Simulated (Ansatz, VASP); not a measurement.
Two plane-wave programs on Ni

```
CELL_PARAMETERS angstrom
0.00000 1.75328 1.75328
1.75328 0.00000 1.75328
1.75328 1.75328 0.00000
ATOMIC_POSITIONS crystal
Ni 0.00000 0.00000 0.00000
```

Alike in both runs: task single point; functional PBE; k mesh 22 × 22 × 22; occupations gaussian, width 0.05 eV; no spin polarisation.

|  | VASP | Ansatz |
| --- | --- | --- |
| version | VASP 6.6.1 | Ansatz 0.2.0 |
| potentials or method | VASP PAW PBE potentials, release 64 (Ni), cutoff 520 eV | scalar-relativistic, plane waves, PAW |
| valence electrons in the cell | 10 | 18 |

|  | VASP | Ansatz | Ansatz less VASP |
| --- | --- | --- | --- |
| gap on the k mesh at the Fermi level (eV) | none | none | - |
| pressure (GPa) | 0.8 | 0.8 | -0.02 |

A gap of «none» marks a metal or a gap that the smearing closes. With one functional, cell and mesh, what is left measures potentials, basis and numerics. VASP's potentials hold 10 valence electrons a cell and Ansatz's 18, so a difference there can come from the potentials and not from the codes.
